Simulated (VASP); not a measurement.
# Zr2B (P4_2/mnm) in VASP: single point with PBE

Aim: the single point of Zr2B with PBE.

Everything below comes from runs of VASP 6.6.1. Logs are shortened: lines on timing, memory, paths and dates and some standing lists are left out, and cuts for length are marked.

**1. The cell of the first run**

Symmetry: P4_2/mnm, No. 136, tetragonal system. The conventional cell has a = 5.671 Å, b = 5.671 Å, c = 3.518 Å, α = 90.00°, β = 90.00°, γ = 90.00°. Zr (site symmetry m2m) has 3 B at 2.38 to 2.40 Å within 3.1 Å. B (site symmetry mmm) has 6 Zr at 2.38 to 2.40 Å within 3.1 Å.

**2. Single point, PBE**

The input, INCAR:

```
  PREC = Accurate
  ENCUT = 520
  EDIFF = 1E-6
  ISMEAR = 0
  SIGMA = 0.1
  LREAL = F
  LASPH = T
  NELM = 60
  ALGO = Fast
  ISIF = 2
  LWAVE = F
  LCHARG = F
  GGA = PE
  NBANDS = 36
```

The input, KPOINTS:

```
regular mesh
0
Gamma
  8 8 10
```

The input, POSCAR:

```
Zr2B
1.0
    5.6707244736      0.0000000000      0.0000000000
    0.0000000000      5.6707244736      0.0000000000
    0.0000000000      0.0000000000      3.5175398744
Zr B
4 2
Direct
    0.2964999827      0.2964999827      0.0000000000
    0.2035000173      0.7964999827      0.5000000000
    0.7035000173      0.7035000173      0.0000000000
    0.7964999827      0.2035000173      0.5000000000
    0.0000000000      0.0000000000      0.0000000000
    0.5000000000      0.5000000000      0.5000000000
```

Potentials or basis: VASP PAW PBE potentials, release 64 (Zr_sv, B).

The run is started by

```console
> cat potpaw_PBE.64/Zr_sv/POTCAR potpaw_PBE.64/B/POTCAR > POTCAR
> mpirun -np 1 vasp_std > vasp.out
```

OUTCAR:

```text
PREC = Accurate
   ENCUT = 520
   EDIFF = 1E-6
   ISMEAR = 0
   LREAL = F
   LASPH = T
   NELM = 60
   ISIF = 2
   GGA = PE

 ion  position               nearest neighbor table
   1  0.296  0.296  0.000-   5 2.38   6 2.40   6 2.40   3 3.26   4 3.38   2 3.38   4 3.38   2 3.38
                             2 3.38   2 3.38   4 3.38   4 3.38
   2  0.204  0.796  0.500-   6 2.38   5 2.40   5 2.40   4 3.26   1 3.38   1 3.38   3 3.38   3 3.38
                             1 3.38   1 3.38   3 3.38   3 3.38
   3  0.704  0.704  0.000-   5 2.38   6 2.40   6 2.40   1 3.26   4 3.38   2 3.38   4 3.38   2 3.38
                             4 3.38   4 3.38   2 3.38   2 3.38
   4  0.796  0.204  0.500-   6 2.38   5 2.40   5 2.40   2 3.26   3 3.38   1 3.38   3 3.38   1 3.38
                             3 3.38   3 3.38   1 3.38   1 3.38
   5  0.000  0.000  0.000-   1 2.38   3 2.38   2 2.40   4 2.40   2 2.40   4 2.40
   6  0.500  0.500  0.500-   2 2.38   4 2.38   3 2.40   1 2.40   1 2.40   3 2.40

  LATTYP: Found a simple tetragonal cell.
 ALAT       =     5.6707244736
 C/A-ratio  =     0.6202981455

  Lattice vectors:

 A1 = (   5.6707244736,   0.0000000000,   0.0000000000)
 A2 = (   0.0000000000,   5.6707244736,   0.0000000000)
 A3 = (   0.0000000000,   0.0000000000,   3.5175398744)

Analysis of symmetry for initial positions (statically):
=====================================================================
 Subroutine PRICEL returns:
 Original cell was already a primitive cell.

 Routine SETGRP: Setting up the symmetry group for a
 simple tetragonal supercell.

 Subroutine GETGRP returns: Found 16 space group operations
 (whereof  8 operations were pure point group operations)
 out of a pool of 16 trial point group operations.

The static configuration has the point symmetry D_2h.
 The point group associated with its full space group is D_4h.

Analysis of symmetry for dynamics (positions and initial velocities):
=====================================================================
 Subroutine PRICEL returns:
 Original cell was already a primitive cell.

 Routine SETGRP: Setting up the symmetry group for a
 simple tetragonal supercell.

 Subroutine GETGRP returns: Found 16 space group operations
 (whereof  8 operations were pure point group operations)
 out of a pool of 16 trial point group operations.

The dynamic configuration has the point symmetry D_2h.
 The point group associated with its full space group is D_4h.

 Subroutine INISYM returns: Found 16 space group operations
 (whereof  8 operations are pure point group operations),
 and found     1 'primitive' translations

----------------------------------------------------------------------------------------

                                     Primitive cell

  volume of cell :     113.1139

  direct lattice vectors                    reciprocal lattice vectors
     5.670724474  0.000000000  0.000000000     0.176344311  0.000000000  0.000000000
     0.000000000  5.670724474  0.000000000     0.000000000  0.176344311  0.000000000
     0.000000000  0.000000000  3.517539874     0.000000000  0.000000000  0.284289599

  length of vectors
     5.670724474  5.670724474  3.517539874     0.176344311  0.176344311  0.284289599

  position of ions in fractional coordinates (direct lattice)
     0.296499983  0.296499983  0.000000000
     0.203500017  0.796499983  0.500000000
     0.703500017  0.703500017  0.000000000
     0.796499983  0.203500017  0.500000000
     0.000000000  0.000000000  0.000000000
     0.500000000  0.500000000  0.500000000

  ion indices of the primitive-cell ions
   primitive index   ion index
                 1           1
                 2           2
                 3           3
                 4           4
                 5           5
                 6           6

----------------------------------------------------------------------------------------

 KPOINTS: regular mesh

Automatic generation of k-mesh.
 Grid dimensions read from file:
 generate k-points for:    8    8   10

 Generating k-lattice:

  Cartesian coordinates                     Fractional coordinates (reciprocal lattice)
     0.022043039  0.000000000  0.000000000     0.125000000  0.000000000  0.000000000
     0.000000000  0.022043039  0.000000000     0.000000000  0.125000000  0.000000000
     0.000000000  0.000000000  0.028428960     0.000000000  0.000000000  0.100000000

  Length of vectors
     0.022043039  0.022043039  0.028428960

  Shift w.r.t. Gamma in fractional coordinates (k-lattice)
     0.000000000  0.000000000  0.000000000

 Subroutine IBZKPT returns following result:
 ===========================================

 Found     90 irreducible k-points:

 Following reciprocal coordinates:
            Coordinates               Weight
  0.000000  0.000000  0.000000      1.000000
  0.125000  0.000000  0.000000      4.000000
  0.250000  0.000000  0.000000      4.000000
  0.375000  0.000000  0.000000      4.000000
  0.500000  0.000000  0.000000      2.000000
  0.125000  0.125000  0.000000      4.000000
[... 16 lines left out ...]
  0.375000  0.125000  0.100000     16.000000
  0.500000  0.125000  0.100000      8.000000
 [... further k-points ...]
   k-points           NKPTS =     90   k-points in BZ     NKDIM =     90   number of bands    NBANDS=     36
   number of dos      NEDOS =    301   number of ions     NIONS =      6
   total plane-waves  NPLWV =  49392
   dimension x,y,z NGX =    42 NGY =   42 NGZ =   28
   dimension x,y,z NGXF=    84 NGYF=   84 NGZF=   56
   ions per type =               4   2
   NGX,Y,Z   is equivalent  to a cutoff of  12.31, 12.31, 13.23 a.u.
   NGXF,Y,Z  is equivalent  to a cutoff of  24.63, 24.63, 26.47 a.u.
 SYSTEM =  unknown system
   PREC   = accura    normal or accurate (medium, high low for compatibility)
   ISTART =      0    job   : 0-new  1-cont  2-samecut
   ICHARG =      2    charge: 1-file 2-atom 10-const
   ISPIN  =      1    spin polarized calculation?
   LNONCOLLINEAR =      F non collinear calculations
   LSORBIT =      F    spin-orbit coupling
   LASPH  =      T    aspherical Exc in radial PAW
   ENCUT  =  520.0 eV  38.22 Ry    6.18 a.u.  10.54 10.54  6.54*2*pi/ulx,y,z
   NELM   =     60;   NELMIN=  2; NELMDL= -5     # of ELM steps
   EDIFF  = 0.1E-05   stopping-criterion for ELM
   LREAL  =      F    real-space projection
   EDIFFG = 0.1E-04   stopping-criterion for IOM
   NSW    =      0    number of steps for IOM
   IBRION =     -1    ionic relax: 0-MD 1-quasi-New 2-CG
   NFREE  =      0    steps in history (QN), initial steepest desc. (CG)
   ISIF   =      2    stress and relaxation
   ISYM   =      2    0-nonsym 1-usesym 2-fastsym
   POTIM  = 0.5000    time-step for ionic-motion
   TEBEG  =    0.0;   TEEND  =   0.0 temperature during run
   PSTRESS=    0.0 pullay stress
   NELECT =      54.0000    total number of electrons
   NUPDOWN=      -1.0000    fix difference up-down
   EMIN   =  10.00;   EMAX   =-10.00  energy-range for DOS
   EFERMI =   0.00;   METHOD = LEGACY
   ISMEAR =     0;   SIGMA  =   0.10  broadening in eV -4-tet -1-fermi 0-gaus
   EFERMI_NEDOS =   21; number of points for ismear=-14 and -15
   IALGO  =     68    algorithm
   IMIX   =      4    mixing-type and parameters
     AMIX     =   0.40;   BMIX     =  1.00
     AMIX_MAG =   1.60;   BMIX_MAG =  1.00
  volume/ion in A,a.u.               =      18.85       127.22
  Fermi-wavevector in a.u.,A,eV,Ry     =   1.279482  2.417870 22.273732  1.637073
  Thomas-Fermi vector in A             =   2.411965
   LORBIT       =      0    0 simple, 1 ext, 2 COOP (PROOUT), +10 PAW based schemes
   GGA     = PE    functional components
   LHFCALC =     F    Hartree Fock is set to
   AEXX    =    0.0000 exact exchange contribution
   IVDW    =     0    specifies the selected vdW correction
   LEPSILON=     F    determine dielectric tensor
   LRPA    =     F    only Hartree local field effects (RPA)
 non-spin polarized calculation
 RMM-DIIS sequential band-by-band and
 Gauss-broadening in eV      SIGMA  =   0.10
  energy-cutoff  :      520.00
  volume of cell :      113.11
 maximum number of plane-waves:      3080
   NGX = 21   NGY = 21   NGZ = 13

 number of electron      53.9999999 magnetization

 Free energy of the ion-electron system (eV)
  ---------------------------------------------------
  ext. energy  EPLUGINS =         0.00000000
  ---------------------------------------------------
  free energy    TOTEN  =       -49.10646422 eV

  energy without entropy =      -49.07762198  energy(sigma->0) =      -49.09204310

 E-fermi :   7.3779     XC(G=0): -10.9014

 val. band max:        7.3750904593   @ k =   0.5000   0.2500   0.3000
 cond. band min:       7.3856836943   @ k =   0.3750   0.2500   0.4000
 fundamental gap:      0.0105932350
 Fermi energy:         7.3778865329

 k-point     1 :       0.0000    0.0000    0.0000
  band No.  band energies     occupation
      1     -40.8915      2.00000
      2     -40.8198      2.00000
      3     -40.8198      2.00000
      4     -40.7906      2.00000
      5     -19.2322      2.00000
      6     -19.2010      2.00000
[... 28 lines left out ...]
     35       9.8961      0.00000
     36      12.1487      0.00000

 k-point     2 :       0.1250    0.0000    0.0000
  band No.  band energies     occupation
      1     -40.8890      2.00000
      2     -40.8231      2.00000
      3     -40.8185      2.00000
      4     -40.7913      2.00000
      5     -19.2254      2.00000
      6     -19.1901      2.00000
[... 28 lines left out ...]
     35      10.0217      0.00000
     36      11.8666      0.00000

 k-point     3 :       0.2500    0.0000    0.0000
  band No.  band energies     occupation
      1     -40.8818      2.00000
      2     -40.8317      2.00000
      3     -40.8149      2.00000
      4     -40.7936      2.00000
      5     -19.2163      2.00000
      6     -19.1417      2.00000
[... 28 lines left out ...]
     35      10.1933      0.00000
     36      11.3457      0.00000

 k-point     4 :       0.3750    0.0000    0.0000
  band No.  band energies     occupation
      1     -40.8709      2.00000
      2     -40.8439      2.00000
      3     -40.8095      2.00000
      4     -40.7978      2.00000
      5     -19.1997      2.00000
      6     -19.1373      2.00000
[... 28 lines left out ...]
     35      10.0108      0.00000
     36      11.3191      0.00000

 k-point     5 :       0.5000    0.0000    0.0000
  band No.  band energies     occupation
      1     -40.8576      2.00000
      2     -40.8576      2.00000
      3     -40.8034      2.00000
      4     -40.8034      2.00000
      5     -19.1720      2.00000
      6     -19.1720      2.00000
[... 655 lines left out ...]
 k-point    22 :       0.2500    0.1250    0.1000
  band No.  band energies     occupation
      1     -40.8761      2.00000
      2     -40.8291      2.00000
      3     -40.8159      2.00000
      4     -40.7951      2.00000
      5     -19.1876      2.00000
      6     -19.1409      2.00000
[... 28 lines left out ...]
     35      10.1845      0.00000
     36      10.9635      0.00000

 k-point    23 :       0.3750    0.1250    0.1000
  band No.  band energies     occupation
      1     -40.8657      2.00000
      2     -40.8404      2.00000
      3     -40.8108      2.00000
      4     -40.7993      2.00000
      5     -19.1730      2.00000
      6     -19.1221      2.00000
[... 28 lines left out ...]
     35      10.2490      0.00000
     36      11.0633      0.00000

 k-point    24 :       0.5000    0.1250    0.1000
  band No.  band energies     occupation
      1     -40.8533      2.00000
      2     -40.8533      2.00000
      3     -40.8049      2.00000
      4     -40.8049      2.00000
      5     -19.1488      2.00000
      6     -19.1488      2.00000
[... 28 lines left out ...]
     35      10.6445      0.00000
     36      10.6451      0.00000

 [... further k-points ...]

------------------------ aborting loop because EDIFF is reached ----------------------------------------

  FORCE on cell =-STRESS in cart. coord.  units (eV):
  Direction    XX          YY          ZZ          XY          YZ          ZX
  --------------------------------------------------------------------------------------
  -------------------------------------------------------------------------------------
  Total        0.0900059      0.0900059      0.0891597      0.0000000      0.0000000      0.0000000
  in kB        1.2748682      1.2748682      1.2628825      0.0000000      0.0000000      0.0000000
  external PRESSURE =       1.2708730 kB  Pullay stress =       0.0000000 kB

 VOLUME and BASIS-vectors are now :
 -----------------------------------------------------------------------------
  energy-cutoff  :      520.00
  volume of cell :      113.11
      direct lattice vectors                 reciprocal lattice vectors
     5.670724474  0.000000000  0.000000000     0.176344311  0.000000000  0.000000000
     0.000000000  5.670724474  0.000000000     0.000000000  0.176344311  0.000000000
     0.000000000  0.000000000  3.517539874     0.000000000  0.000000000  0.284289599

 POSITION                                       TOTAL-FORCE (eV/Angst)
 -----------------------------------------------------------------------------------
      1.68137      1.68137      0.00000        -0.003056     -0.003056      0.000000
      1.15399      4.51673      1.75877         0.003056     -0.003056      0.000000
      3.98935      3.98935      0.00000         0.003056      0.003056     -0.000000
      4.51673      1.15399      1.75877        -0.003056      0.003056     -0.000000
      0.00000      0.00000      0.00000         0.000000      0.000000      0.000000
      2.83536      2.83536      1.75877         0.000000      0.000000      0.000000
 -----------------------------------------------------------------------------------
    total drift:                               -0.000000      0.000000      0.000000

  FREE ENERGIE OF THE ION-ELECTRON SYSTEM (eV)
  ---------------------------------------------------
  free  energy   TOTEN  =       -49.1064642229 eV

  energy  without entropy=      -49.0776219778  energy(sigma->0) =      -49.09204310
```

Wall time 11 min (1 thread of Intel Xeon Platinum 8375C at 2.90GHz (Ice Lake), shared host); peak memory 0.41 GiB.

Results:

```yaml
Free_energy: -49.1065 eV
Pressure: 0.1 GPa
Largest_force: 0.004 eV/Å
Band_gap_on_the_k_mesh: zero (bands 27 and 28 overlap by 1.28 eV)
```

Forces on the atoms (eV/Å):
```
Zr  -0.003 -0.003  0.000
Zr   0.003 -0.003  0.000
Zr   0.003  0.003  0.000
Zr  -0.003  0.003  0.000
B    0.000  0.000  0.000
B    0.000  0.000  0.000
```
